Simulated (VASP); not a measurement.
Wanted: the native input for a VASP 6.6.1 run.

| Item | Value |
| --- | --- |
| Task | single point |
| Functional | PBE |
| Potentials or basis | VASP PAW PBE potentials, release 64 (Sb) |
| Cutoff | 500 eV |
| k mesh | 12 × 12 × 12 |
| Occupations | gaussian, width 0.1 eV |
| Spin | no spin polarisation |
| Dipole correction | no |
| Further INCAR settings | ALGO = Normal; EDIFF = 1e-06; NBANDS = 12 |

The structure of Sb lies in POSCAR:

```
Sb
1.0
    2.3182396279      1.3384362732      3.6988848000
   -2.3182396279      1.3384362732      3.6988848000
    0.0000000000     -2.6768725463      3.6988848000
Sb
2
Direct
    0.2282981197      0.2282981197      0.2282981197
    0.7717018803      0.7717018803      0.7717018803
```

This cell differs from its parent crystal: strained.

One way to write it, as run:

INCAR

```
PREC = Accurate
ENCUT = 500
EDIFF = 1E-6
ISMEAR = 0
SIGMA = 0.1
LREAL = False
LASPH = True
NELM = 120
ALGO = Normal
ISIF = 2
LWAVE = False
LCHARG = True
GGA = PE
LELF = True
LVHAR = True
NBANDS = 12
GGA_COMPAT = False
```

KPOINTS

```
Automatic mesh
0
Gamma
  12 12 12
```

Potentials or basis: VASP PAW PBE potentials, release 64 (Sb).

Command:

```bash
$ cat potpaw_PBE.64/Sb/POTCAR > POTCAR
$ mpirun -np 1 vasp_std > vasp.out
```

Results of the run:

```yaml
Pressure: -3.0 GPa
Largest_force: 0.238 eV/Å
Band_gap_on_the_k_mesh: zero (bands 5 and 6 overlap by 0.07 eV)
```

Caveat: the cell differs from its parent crystal (strained); spin-orbit coupling is left out, which moves the levels of the heavy elements.

Run time: 100 s on 1 thread of Intel Xeon 8259CL, on a shared host, peak memory 0.28 GiB.
